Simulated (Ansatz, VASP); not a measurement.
## Two plane-wave programs on Ga7P8

```
Ga P
1.0
     0.00000    5.50512   -5.50512
     5.50512    5.50512    0.00000
     5.50512    0.00000   -5.50512
Ga P
7 8
Direct
  0.49907 0.00093 0.99907
  0.00093 0.49907 0.99907
  0.00093 0.00093 0.99907
  0.49907 0.49907 0.50093
  0.49907 0.00093 0.50093
  0.00093 0.49907 0.50093
  0.00000 0.00000 0.50000
  0.37605 0.37605 0.37184
  0.37557 0.87481 0.37481
  0.87481 0.37557 0.37481
  0.87481 0.87481 0.37481
  0.37605 0.37605 0.87605
  0.37605 0.87184 0.87605
  0.87184 0.37605 0.87605
  0.87481 0.87481 0.87557
```

Change from the starting cell: Ga vacancy (site a), charge +0, atoms relaxed at the host's cell, started again with a moment of 3 muB.

Alike in both runs: functional PBE; k mesh 2 × 2 × 2; occupations gaussian, width 0.01 eV; collinear spin.

Ansatz relaxed the structure, and its values are those at the end. VASP's run is a single point on that final structure, the one shown.

```csv
,VASP,Ansatz
version,VASP 6.6.1,Ansatz 0.2.0
potentials or method,"VASP PAW PBE potentials, release 64 (Ga_d, P), cutoff 520 eV","scalar-relativistic, plane waves, PAW"
valence electrons in the cell,131,131
```

```csv
,VASP,Ansatz,Ansatz less VASP
gap on the k mesh at the Fermi level (eV),none,none,-
rms of the force components (eV/Å),0.012,0.014,+0.0015
net moment per atom (μB),0.08,0.08,0.000
size of the moment on the site where the two differ most (μB),0.16,0.17,+0.015
```

Site moments also hang on the region over which each program counts them. A gap of «none» marks a metal or a gap that the smearing closes. With one functional, cell and mesh, what is left measures potentials, basis and numerics.

The k mesh is coarse, so the values compare programs but aren't converged.
